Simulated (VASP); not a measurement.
Input of a VASP 6.6.1 run:

The input INCAR:

```
SYSTEM = Pt12C
PREC = Accurate
ENCUT = 520
EDIFF = 1E-6
ISMEAR = 0
SIGMA = 0.1
LREAL = .FALSE.
LASPH = .TRUE.
NELM = 120
ALGO = Normal
ISIF = 2
LWAVE = .FALSE.
LCHARG = .FALSE.
LDIPOL = .TRUE.
IDIPOL = 3
DIPOL = 0.5 0.5 0.317
GGA = PE
NBANDS = 74
GGA_COMPAT = .FALSE.
NELMDL = -8
```

Contents of KPOINTS:

```
Automatic mesh
0
G
  5 5 1
  0 0 0
```

The input POSCAR:

```
Pt12C
1.0
    5.6143281343      0.0000000000      0.0000000000
    0.0000000000      5.6143281343      0.0000000000
    0.0000000000      0.0000000000     19.3513792319
Pt C
12 1
Direct
    0.2500000000      0.2500000000      0.2067036128
    0.2500000000      0.7500000000      0.2067036128
    0.7500000000      0.2500000000      0.2067036128
    0.7500000000      0.7500000000      0.2067036128
    0.0000000000      0.0000000000      0.3062504947
    0.0000000000      0.5000000000      0.3062504947
    0.5000000000      0.0000000000      0.3062504947
    0.5000000000      0.5000000000      0.3062504947
    0.2500000000      0.2500000000      0.4057271132
    0.2500000000      0.7500000000      0.4057271132
    0.7500000000      0.2500000000      0.4057271132
    0.7500000000      0.7500000000      0.4057271132
    0.4166666667      0.5000000000      0.4488208796
```

Potentials or basis: VASP PAW PBE potentials, release 64 (Pt, C).

The run is started by

```console
$ cat potpaw_PBE.64/Pt/POTCAR potpaw_PBE.64/C/POTCAR > POTCAR
$ mpirun -np 1 vasp_std > vasp.out
```

**Question.** What does it give for the largest force?

**Answer.** 1.548 eV/Å.

**Question.** What does it give for the band gap on the k mesh?

**Answer.** Zero (bands 62 and 63 overlap by 0.44 eV).

Forces on the atoms (eV/Å):
```
Pt  -0.002  0.000  0.006
Pt  -0.002  0.000  0.006
Pt  -0.039  0.042 -0.172
Pt  -0.039 -0.042 -0.172
Pt  -0.117  0.000  0.331
Pt  -0.260  0.000 -0.794
Pt  -0.013  0.000 -0.696
Pt   0.289  0.000 -1.349
Pt  -0.546 -1.171  0.783
Pt  -0.546  1.171  0.783
Pt  -0.135  0.235  0.578
Pt  -0.135 -0.235  0.578
C    1.544  0.000  0.117
```

Caveat: spin-orbit coupling is left out, which moves the levels of the heavy elements.
